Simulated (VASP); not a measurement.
Set up this calculation in VASP 6.6.1, as the native input.

```yaml
Task: relaxation of cell and atoms
Functional: RPBE
Dispersion: D3(BJ)
Potentials_or_basis: VASP PAW PBE potentials, release 64 (Ni, O)
Cutoff: 600 eV
k_mesh: 11 × 11 × 11
Occupations: fermi-dirac, width 0.05 eV
Spin: collinear spin, ferromagnetic start
Starting_moments: "[1.0, 0.0] μB"
Dipole_correction: no
Further_INCAR_settings: ALGO = Normal; EDIFF = 1e-07; IBRION = 2; EDIFFG = -0.01; NSW = 80; ISIF = 3
```

The structure of NiO lies in POSCAR:

```
NiO
1.0
    0.0000000000      2.0859016414      2.0859016414
    2.0859016414      0.0000000000      2.0859016414
    2.0859016414      2.0859016414      0.0000000000
Ni O
1 1
Direct
    0.0000000000      0.0000000000      0.0000000000
    0.5000000000      0.5000000000      0.5000000000
```

One way to write it, as run:

INCAR

```
SYSTEM = NiO
  PREC = Accurate
  ENCUT = 600
  EDIFF = 1E-7
  ISMEAR = -1
  SIGMA = 0.05
  LREAL = .False.
  LASPH = .True.
  NELM = 150
  ALGO = Normal
  ISIF = 3
  LWAVE = .False.
  LCHARG = .False.
  ISPIN = 2
  MAGMOM = 1 0
  LORBIT = 11
  LMAXMIX = 4
  GGA = RP
  IVDW = 12
  IBRION = 2
  NSW = 80
  EDIFFG = -0.01
```

KPOINTS

```
Automatic mesh
0
Gamma
  11 11 11
  0 0 0
```

Potentials or basis: VASP PAW PBE potentials, release 64 (Ni, O).

The run is started by

```sh
$ cat potpaw_PBE.64/Ni/POTCAR potpaw_PBE.64/O/POTCAR > POTCAR
$ mpirun -np 1 vasp_std > vasp.out
```

It gave:

The relaxed volume is 8.99 Å³/atom and the relaxed cell is a = 2.941 Å, b = 2.941 Å, c = 2.941 Å, α = 60.00°, β = 60.00°, γ = 60.00°. The space group after relaxing (to 0.1 Å) is Fm-3m (No. 225) and the energy gained by relaxing is 0.8 meV/atom. The ionic steps are 3 and the pressure after relaxing is 0.0 GPa. The net moment is 1.78 μB per cell, the site moments are Ni +1.46; O +0.27 μB and the valence electrons inside the program's atomic spheres are Ni 8.99; O 5.00. The dispersion energy per atom is -1.143 eV.

Caveat: the PAW data sets were made with another functional, which shifts forces and pressure a little; a cell with one magnetic atom can't hold antiferromagnetic order, which such compounds often take.

It took 30 s on 1 thread of Intel(R) Xeon(R) 6975P-C (Granite Rapids) (shared host), peak memory 0.18 GiB.
